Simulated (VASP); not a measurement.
# Al3SiPd2 (P4/mmm) in VASP: a series of runs

Runs on Al3SiPd2. Level: PBE. Tasks: single point, relaxation of cell and atoms.

Everything below comes from runs of VASP 6.6.1. Logs are shortened: lines on timing, memory, paths and dates and some standing lists are left out, and cuts for length are marked.

## 1. The cell of the first run

It takes space group P4/mmm (No. 123, tetragonal). The conventional cell has a = 4.477 Å, b = 4.477 Å, c = 4.435 Å, α = 90.00°, β = 90.00°, γ = 90.00°. Within 3.0 Å of Al (site symmetry mmm) lie 2 Si at 2.24 Å and 2 Pd at 2.24 Å. Within 2.9 Å of Al (site symmetry 4/mmm) lie 2 Si at 2.22 Å. Si (site symmetry 4/mmm) has 6 Al at 2.22 to 2.24 Å within 2.9 Å. Pd (site symmetry 4/mmm) has 2 Pd at 2.22 Å and 4 Al at 2.24 Å within 2.9 Å. Within 2.9 Å of Pd (site symmetry 4/mmm) lie 2 Pd at 2.22 Å.

The cell was built from a structure type or drawn by symmetry, and may not be a known phase.

## 2. Single point, PBE

Contents of INCAR:

```
SYSTEM = Al3SiPd2
  PREC = Accurate
  ENCUT = 520
  EDIFF = 1E-6
  ISMEAR = 0
  SIGMA = 0.1
  LREAL = .FALSE.
  LASPH = .TRUE.
  NELM = 80
  ALGO = Normal
  ISIF = 2
  LWAVE = .FALSE.
  LCHARG = .FALSE.
  GGA = PE
  NBANDS = 26
```

Contents of KPOINTS:

```
Automatic mesh
0
G
  4 4 4
  0 0 0
```

Contents of POSCAR:

```
Al3SiPd2
1.0
    4.4766117000      0.0000000000      0.0000000000
    0.0000000000      4.4766117000      0.0000000000
    0.0000000000      0.0000000000      4.4352400800
Al Si Pd
3 1 2
Direct
    0.0000000000      0.5000000000      0.5000000000
    0.5000000000      0.0000000000      0.5000000000
    0.0000000000      0.0000000000      0.0000000000
    0.0000000000      0.0000000000      0.5000000000
    0.5000000000      0.5000000000      0.5000000000
    0.5000000000      0.5000000000      0.0000000000
```

Potentials or basis: VASP PAW PBE potentials, release 64 (Al, Si, Pd).

Started as:

```bash
$ cat potpaw_PBE.64/Al/POTCAR potpaw_PBE.64/Si/POTCAR potpaw_PBE.64/Pd/POTCAR > POTCAR
$ mpirun -np 1 vasp_std > vasp.out
```

OUTCAR:

```text
SYSTEM = Al3SiPd2
   PREC = Accurate
   ENCUT = 520
   EDIFF = 1E-6
   ISMEAR = 0
   LREAL = .FALSE.
   LASPH = .TRUE.
   NELM = 80
   ISIF = 2
   GGA = PE

 ion  position               nearest neighbor table
   1  0.000  0.500  0.500-   4 2.24   5 2.24   4 2.24   5 2.24   3 3.15   6 3.15   3 3.15   3 3.15
                             3 3.15   6 3.15   6 3.15   6 3.15   2 3.17   2 3.17   2 3.17   2 3.17
   2  0.500  0.000  0.500-   4 2.24   5 2.24   5 2.24   4 2.24   3 3.15   6 3.15   3 3.15   6 3.15
                             6 3.15   3 3.15   6 3.15   3 3.15   1 3.17   1 3.17   1 3.17   1 3.17
   3  0.000  0.000  0.000-   4 2.22   4 2.22   1 3.15   1 3.15   2 3.15   2 3.15   1 3.15   1 3.15
                             2 3.15   2 3.15   6 3.17   6 3.17   6 3.17   6 3.17
   4  0.000  0.000  0.500-   3 2.22   3 2.22   1 2.24   2 2.24   1 2.24   2 2.24   5 3.17   5 3.17
                             5 3.17   5 3.17
   5  0.500  0.500  0.500-   6 2.22   6 2.22   1 2.24   2 2.24   2 2.24   1 2.24   4 3.17   4 3.17
                             4 3.17   4 3.17
   6  0.500  0.500  0.000-   5 2.22   5 2.22   1 3.15   1 3.15   2 3.15   2 3.15   2 3.15   2 3.15
                             1 3.15   1 3.15   3 3.17   3 3.17   3 3.17   3 3.17

  LATTYP: Found a simple tetragonal cell.
 ALAT       =     4.4766117000
 C/A-ratio  =     0.9907582737

  Lattice vectors:

 A1 = (   4.4766117000,   0.0000000000,   0.0000000000)
 A2 = (   0.0000000000,   4.4766117000,   0.0000000000)
 A3 = (   0.0000000000,   0.0000000000,   4.4352400800)

Analysis of symmetry for initial positions (statically):
=====================================================================
 Subroutine PRICEL returns:
 Original cell was already a primitive cell.

 Routine SETGRP: Setting up the symmetry group for a
 simple tetragonal supercell.

 Subroutine GETGRP returns: Found 16 space group operations
 (whereof 16 operations were pure point group operations)
 out of a pool of 16 trial point group operations.

The static configuration has the point symmetry D_4h.

Analysis of symmetry for dynamics (positions and initial velocities):
=====================================================================
 Subroutine PRICEL returns:
 Original cell was already a primitive cell.

 Routine SETGRP: Setting up the symmetry group for a
 simple tetragonal supercell.

 Subroutine GETGRP returns: Found 16 space group operations
 (whereof 16 operations were pure point group operations)
 out of a pool of 16 trial point group operations.

The dynamic configuration has the point symmetry D_4h.

 Subroutine INISYM returns: Found 16 space group operations
 (whereof 16 operations are pure point group operations),
 and found     1 'primitive' translations

----------------------------------------------------------------------------------------

                                     Primitive cell

  volume of cell :      88.8824

  direct lattice vectors                    reciprocal lattice vectors
     4.476611700  0.000000000  0.000000000     0.223383234  0.000000000  0.000000000
     0.000000000  4.476611700  0.000000000     0.000000000  0.223383234  0.000000000
     0.000000000  0.000000000  4.435240080     0.000000000  0.000000000  0.225466938

  length of vectors
     4.476611700  4.476611700  4.435240080     0.223383234  0.223383234  0.225466938

  position of ions in fractional coordinates (direct lattice)
     0.000000000  0.500000000  0.500000000
     0.500000000  0.000000000  0.500000000
     0.000000000  0.000000000  0.000000000
     0.000000000  0.000000000  0.500000000
     0.500000000  0.500000000  0.500000000
     0.500000000  0.500000000  0.000000000

  ion indices of the primitive-cell ions
   primitive index   ion index
                 1           1
                 2           2
                 3           3
                 4           4
                 5           5
                 6           6

----------------------------------------------------------------------------------------

 KPOINTS: Automatic mesh

Automatic generation of k-mesh.
 Grid dimensions read from file:
 generate k-points for:    4    4    4

 Generating k-lattice:

  Cartesian coordinates                     Fractional coordinates (reciprocal lattice)
     0.055845809  0.000000000  0.000000000     0.250000000  0.000000000  0.000000000
     0.000000000  0.055845809  0.000000000     0.000000000  0.250000000  0.000000000
     0.000000000  0.000000000  0.056366734     0.000000000  0.000000000  0.250000000

  Length of vectors
     0.055845809  0.055845809  0.056366734

  Shift w.r.t. Gamma in fractional coordinates (k-lattice)
     0.000000000  0.000000000  0.000000000

 Subroutine IBZKPT returns following result:
 ===========================================

 Found     18 irreducible k-points:

 Following reciprocal coordinates:
            Coordinates               Weight
  0.000000  0.000000  0.000000      1.000000
  0.250000  0.000000  0.000000      4.000000
  0.500000  0.000000  0.000000      2.000000
  0.250000  0.250000  0.000000      4.000000
  0.500000  0.250000  0.000000      4.000000
  0.500000  0.500000  0.000000      1.000000
[... 10 lines left out ...]
  0.500000  0.250000  0.500000      4.000000
  0.500000  0.500000  0.500000      1.000000
   k-points           NKPTS =     18   k-points in BZ     NKDIM =     18   number of bands    NBANDS=     26
   number of dos      NEDOS =    301   number of ions     NIONS =      6
   total plane-waves  NPLWV =  46656
   dimension x,y,z NGX =    36 NGY =   36 NGZ =   36
   dimension x,y,z NGXF=    72 NGYF=   72 NGZF=   72
   ions per type =               3   1   2
   NGX,Y,Z   is equivalent  to a cutoff of  13.37, 13.37, 13.49 a.u.
   NGXF,Y,Z  is equivalent  to a cutoff of  26.74, 26.74, 26.99 a.u.
 SYSTEM =  Al3SiPd2
   PREC   = accura    normal or accurate (medium, high low for compatibility)
   ISTART =      0    job   : 0-new  1-cont  2-samecut
   ICHARG =      2    charge: 1-file 2-atom 10-const
   ISPIN  =      1    spin polarized calculation?
   LNONCOLLINEAR =      F non collinear calculations
   LSORBIT =      F    spin-orbit coupling
   LASPH  =      T    aspherical Exc in radial PAW
   ENCUT  =  520.0 eV  38.22 Ry    6.18 a.u.   8.32  8.32  8.25*2*pi/ulx,y,z
   NELM   =     80;   NELMIN=  2; NELMDL= -5     # of ELM steps
   EDIFF  = 0.1E-05   stopping-criterion for ELM
   LREAL  =      F    real-space projection
   EDIFFG = 0.1E-04   stopping-criterion for IOM
   NSW    =      0    number of steps for IOM
   IBRION =     -1    ionic relax: 0-MD 1-quasi-New 2-CG
   NFREE  =      0    steps in history (QN), initial steepest desc. (CG)
   ISIF   =      2    stress and relaxation
   ISYM   =      2    0-nonsym 1-usesym 2-fastsym
   POTIM  = 0.5000    time-step for ionic-motion
   TEBEG  =    0.0;   TEEND  =   0.0 temperature during run
   PSTRESS=    0.0 pullay stress
   NELECT =      33.0000    total number of electrons
   NUPDOWN=      -1.0000    fix difference up-down
   EMIN   =  10.00;   EMAX   =-10.00  energy-range for DOS
   EFERMI =   0.00;   METHOD = LEGACY
   ISMEAR =     0;   SIGMA  =   0.10  broadening in eV -4-tet -1-fermi 0-gaus
   EFERMI_NEDOS =   21; number of points for ismear=-14 and -15
   IALGO  =     38    algorithm
   IMIX   =      4    mixing-type and parameters
     AMIX     =   0.40;   BMIX     =  1.00
     AMIX_MAG =   1.60;   BMIX_MAG =  1.00
  volume/ion in A,a.u.               =      14.81        99.97
  Fermi-wavevector in a.u.,A,eV,Ry     =   1.176632  2.223513 18.836775  1.384464
  Thomas-Fermi vector in A             =   2.312993
   LORBIT       =      0    0 simple, 1 ext, 2 COOP (PROOUT), +10 PAW based schemes
   GGA     = PE    functional components
   LHFCALC =     F    Hartree Fock is set to
   AEXX    =    0.0000 exact exchange contribution
   IVDW    =     0    specifies the selected vdW correction
   LEPSILON=     F    determine dielectric tensor
   LRPA    =     F    only Hartree local field effects (RPA)
 non-spin polarized calculation
 Gauss-broadening in eV      SIGMA  =   0.10
  energy-cutoff  :      520.00
  volume of cell :       88.88
 maximum number of plane-waves:      2421
 NGX is ok and might be reduce to    36
   NGX = 17   NGY = 17   NGZ = 17

 number of electron      33.0000005 magnetization

 Free energy of the ion-electron system (eV)
  ---------------------------------------------------
  ext. energy  EPLUGINS =         0.00000000
  ---------------------------------------------------
  free energy    TOTEN  =       -20.27063226 eV

  energy without entropy =      -20.25696430  energy(sigma->0) =      -20.26379828

 E-fermi :   9.7512     XC(G=0): -11.3100

 val. band max:        9.6375834900   @ k =   0.2500   0.2500   0.2500
 cond. band min:       9.7681443579   @ k =   0.5000   0.2500   0.0000
 fundamental gap:      0.1305608679
 Fermi energy:         9.7511701431

 k-point     1 :       0.0000    0.0000    0.0000
  band No.  band energies     occupation
      1      -2.8702      2.00000
      2       2.5748      2.00000
      3       2.7108      2.00000
      4       3.6433      2.00000
      5       3.6433      2.00000
      6       4.3690      2.00000
[... 18 lines left out ...]
     25      13.7095      0.00000
     26      15.3433      0.00000

 k-point     2 :       0.2500    0.0000    0.0000
  band No.  band energies     occupation
      1      -2.5031      2.00000
      2       1.7543      2.00000
      3       2.5850      2.00000
      4       3.2915      2.00000
      5       3.4133      2.00000
      6       3.5688      2.00000
[... 18 lines left out ...]
     25      16.7582      0.00000
[... 434 lines left out ...]
     25      16.3155      0.00000
     26      17.7996      0.00000

 k-point    18 :       0.5000    0.5000    0.5000
  band No.  band energies     occupation
      1      -0.9466      2.00000
      2       2.2695      2.00000
      3       2.2695      2.00000
      4       2.7656      2.00000
      5       3.9590      2.00000
      6       4.0994      2.00000
[... 18 lines left out ...]
     25      18.4884      0.00000
     26      18.4942      0.00000

------------------------ aborting loop because EDIFF is reached ----------------------------------------

  FORCE on cell =-STRESS in cart. coord.  units (eV):
  Direction    XX          YY          ZZ          XY          YZ          ZX
  --------------------------------------------------------------------------------------
  -------------------------------------------------------------------------------------
  Total       21.6774144     21.6774144     40.4145147      0.0000000      0.0000000     -0.0000000
  in kB      390.7527813    390.7527813    728.5040428      0.0000000      0.0000000     -0.0000000
  external PRESSURE =     503.3365351 kB  Pullay stress =       0.0000000 kB

 VOLUME and BASIS-vectors are now :
 -----------------------------------------------------------------------------
  energy-cutoff  :      520.00
  volume of cell :       88.88
      direct lattice vectors                 reciprocal lattice vectors
     4.476611700  0.000000000  0.000000000     0.223383234  0.000000000  0.000000000
     0.000000000  4.476611700  0.000000000     0.000000000  0.223383234  0.000000000
     0.000000000  0.000000000  4.435240080     0.000000000  0.000000000  0.225466938

 POSITION                                       TOTAL-FORCE (eV/Angst)
 -----------------------------------------------------------------------------------
      0.00000      2.23831      2.21762         0.000000      0.000000      0.000000
      2.23831      0.00000      2.21762         0.000000      0.000000      0.000000
      0.00000      0.00000      0.00000         0.000000      0.000000      0.000000
      0.00000      0.00000      2.21762         0.000000      0.000000      0.000000
      2.23831      2.23831      2.21762         0.000000      0.000000      0.000000
      2.23831      2.23831      0.00000         0.000000      0.000000      0.000000
 -----------------------------------------------------------------------------------
    total drift:                                0.000000      0.000000      0.000000

  FREE ENERGIE OF THE ION-ELECTRON SYSTEM (eV)
  ---------------------------------------------------
  free  energy   TOTEN  =       -20.2706322607 eV

  energy  without entropy=      -20.2569642960  energy(sigma->0) =      -20.26379828
```

Wall time 56 s (1 thread of AMD EPYC 7R43 (Zen 3), shared host); peak memory 0.17 GiB.

What came out:

```
Free energy            : -20.2706 eV
Pressure               : 50.3 GPa
Band gap on the k mesh : zero (an odd number of electrons rules out a gap without spin polarisation)
```

Caveat: the cell stands under pressure.

(Continued in part 2 of 2.)
